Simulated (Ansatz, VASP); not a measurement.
**One calculation of BaTiO3, two programs**

```
CELL_PARAMETERS angstrom
3.98406 0.00000 0.00000
0.00000 3.98406 0.00000
0.00000 0.00000 4.20807
ATOMIC_POSITIONS crystal
Ba 0.00000 0.00000 0.98587
Ti 0.50000 0.50000 0.46861
O 0.50000 0.50000 0.03845
O 0.50000 0.00000 0.51754
O 0.00000 0.50000 0.51754
```

Alike in both runs: functional PBE; k mesh 8 × 8 × 6; occupations gaussian, width 0.02 eV; no spin polarisation.

Ansatz relaxed the structure, and its values are those at the end. VASP's run is a single point on that final structure, the one shown.

|  | VASP | Ansatz |
| --- | --- | --- |
| version | VASP 6.6.1 | Ansatz 0.2.0 |
| potentials or method | VASP PAW PBE potentials, release 64 (Ba_sv, Ti_sv, O), cutoff 520 eV | scalar-relativistic, plane waves, PAW |
| valence electrons in the cell | 40 | 40 |

Ansatz gave:

* gap on the k mesh at the Fermi level (eV): 1.84
* least direct gap on the mesh (eV): 2.40
* pressure (GPa): 0.0
* rms of the force components (eV/Å): 0.004

Task: Estimate VASP's values.

Result: gap on the k mesh at the Fermi level (eV): 1.79; least direct gap on the mesh (eV): 2.36; pressure (GPa): 1.6; rms of the force components (eV/Å): 0.038.

Neither program's run includes spin-orbit coupling.
